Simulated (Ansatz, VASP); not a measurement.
**Two plane-wave programs on Se**

```
Se
1.0
     4.36620    0.00000    0.00000
    -2.18310    3.78124    0.00000
     0.00000    0.00000    4.95360
Se
3
Direct
  0.22540 0.00000 0.83333
  0.00000 0.22540 0.16667
  0.77460 0.77460 0.50000
```

Alike in both runs: task relaxation of cell and atoms; functional LDA; k mesh 12 × 12 × 8; occupations gaussian, width 0.05 eV; no spin polarisation.

|  | VASP | Ansatz |
| --- | --- | --- |
| version | VASP 6.6.1 | Ansatz 0.2.0 |
| potentials or method | VASP PAW LDA potentials, release 64 (Se), cutoff 600 eV | scalar-relativistic, plane waves, PAW |
| valence electrons in the cell | 18 | 48 |

Ansatz gave:

- relaxed volume (Å³/atom): 23.02
- relaxed length of the cell vector where the two differ most in proportion (Å): 5.120

**Question.** Which values does VASP return?

**Answer.** Relaxed volume (Å³/atom): 23.03; relaxed length of the cell vector where the two differ most in proportion (Å): 5.124.

LDA's correlation is that of Perdew and Zunger in VASP and of Perdew and Wang (1992) in Ansatz. VASP's potentials hold 18 valence electrons a cell and Ansatz's 48, so a difference there can come from the potentials and not from the codes.

Noted on VASP's run: the volume moved by over 15 % at a fixed basis, so the end points are rough.
